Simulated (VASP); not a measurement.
KTaO3:

```xyz
5
Lattice="3.9901 0.0000 0.0000 0.0000 3.9901 0.0000 0.0000 0.0000 3.8305" Properties=species:S:1:pos:R:3 pbc="T T T"
K     0.0000    0.0000    0.0000
Ta    1.9951    1.9951    1.9153
O     1.9951    1.9951    0.0000
O     1.9951    0.0000    1.9153
O     0.0000    1.9951    1.9153
```

This cell differs from its parent crystal: uniaxial z strain -4.0%.

Base run:

- Program: VASP 6.6.1
- Functional: PBE
- Potentials or basis: VASP PAW PBE potentials, release 64 (K_sv, Ta_pv, O)
- Cutoff: 520 eV
- k mesh: 6 × 6 × 6
- Occupations: fermi-dirac, width 0.02 eV
- Spin: no spin polarisation

Its results: band gap on the k mesh 2.18 eV (least direct gap 2.76 eV); pressure 16.1 GPa.

Problem. The run is repeated on the same cell with these changes: functional from PBE to r2SCAN; occupations from fermi-dirac, width 0.02 eV to gaussian, width 0.01 eV. What comes out?

Solution. Band gap on the k mesh 2.61 eV (least direct gap 3.24 eV); pressure 11.2 GPa.

Caveats: the cell stands under pressure; spin-orbit coupling is left out, which moves the levels of the heavy elements; the PAW data sets were made with another functional, which shifts forces and pressure a little (at least some runs).

A k mesh can miss the band edges.
